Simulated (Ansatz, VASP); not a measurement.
# BiTe in VASP and in Ansatz

```
Bi Te
1.0
     0.00000    3.23500    3.23500
     3.23500    0.00000    3.23500
     3.23500    3.23500    0.00000
Bi Te
1 1
Direct
  0.00000 0.00000 0.00000
  0.50000 0.50000 0.50000
```

Alike in both runs: task relaxation of cell and atoms; functional revPBE; k mesh 7 × 7 × 7; occupations fermi-dirac, width 0.05 eV; no spin polarisation.

|  | VASP | Ansatz |
| --- | --- | --- |
| version | VASP 6.6.1 | Ansatz 0.2.0 |
| potentials or method | VASP PAW PBE potentials, release 64 (Bi_d, Te) | Ansatz PAW |
| plane-wave cutoff (eV) | 600 | 420 |
| valence electrons in the cell | 21 | 31 |

|  | VASP | Ansatz | Ansatz less VASP |
| --- | --- | --- | --- |
| gap on the k mesh at the Fermi level, each at its own relaxed structure (eV) | none | none | - |
| relaxed volume (Å³/atom) | 35.18 | 35.21 | +0.032 |
| relaxed cell length with the largest relative difference (Å) | 4.634 | 4.635 | +0.0014 |

VASP's potentials were made for PBE, not for revPBE. A gap of «none» marks a metal or a gap that the smearing closes. VASP's potentials hold 21 valence electrons a cell and Ansatz's 31, so a difference there can come from the potentials and not from the codes.

Spin-orbit coupling is off throughout. Noted on Ansatz's run: the plane-wave basis is chosen anew once the cell has moved, so the energies of steps on either side of that aren't comparable.
